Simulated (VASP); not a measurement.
Set up this calculation in VASP 6.6.1, as the native input.

* Task: relaxation of cell and atoms
* Functional: PBE
* Potentials or basis: VASP PAW PBE potentials, release 64 (Ti_sv, B, H)
* Cutoff: 600 eV
* k mesh: 15 × 15 × 6
* Occupations: gaussian, width 0.1 eV
* Spin: no spin polarisation
* Dipole correction: no
* Further INCAR settings: ALGO = Normal; EDIFF = 1e-07; IBRION = 2; EDIFFG = -0.01; NSW = 100; ISIF = 3

The structure of TiBH lies in POSCAR:

```
TiBH
1.0
    3.0476446420      0.0000000000      0.0000000000
   -1.5238223210      2.6393376817      0.0000000000
    0.0000000000      0.0000000000      5.8289421777
Ti B H
2 2 2
Direct
    0.0000000000      0.0000000000      0.7343118562
    0.0000000000      0.0000000000      0.2656881438
    0.3333333333      0.6666666667      0.0000000000
    0.6666666667      0.3333333333      0.0000000000
    0.3333333333      0.6666666667      0.5000000000
    0.6666666667      0.3333333333      0.5000000000
```

The cell was generated, and may not be a known phase.

One way to write it, as run:

INCAR

```
SYSTEM = TiBH
ALGO = Normal
EDIFF = 1E-7
EDIFFG = -0.01
ENCUT = 600
GGA = PE
IBRION = 2
ISIF = 3
ISMEAR = 0
LASPH = .True.
LCHARG = .False.
LREAL = .False.
LWAVE = .False.
NELM = 60
NSW = 100
PREC = Accurate
SIGMA = 0.1
```

KPOINTS

```
k-points
0
Gamma
  15 15 6
  0 0 0
```

Potentials or basis: VASP PAW PBE potentials, release 64 (Ti_sv, B, H).

Command:

```console
$ cat potpaw_PBE.64/Ti_sv/POTCAR potpaw_PBE.64/B/POTCAR potpaw_PBE.64/H/POTCAR > POTCAR
$ mpirun -np 1 vasp_std > vasp.out
```

Results of the run:

The relaxed volume is 7.83 Å³/atom. The relaxed cell is a = 3.054 Å, b = 3.054 Å, c = 5.817 Å, α = 90.00°, β = 90.00°, γ = 120.00° and the space group after relaxing (to 0.1 Å) is P6/mmm (No. 191). The energy gained by relaxing is 0.2 meV/atom. The ionic steps are 4 and the pressure after relaxing is -0.1 GPa. The band gap on the k mesh is zero (bands 16 and 17 overlap by 0.44 eV).

Wall time 110 s on 1 thread of Intel(R) Xeon(R) 6975P-C (Granite Rapids), with other jobs on the host, peak memory 0.27 GiB.
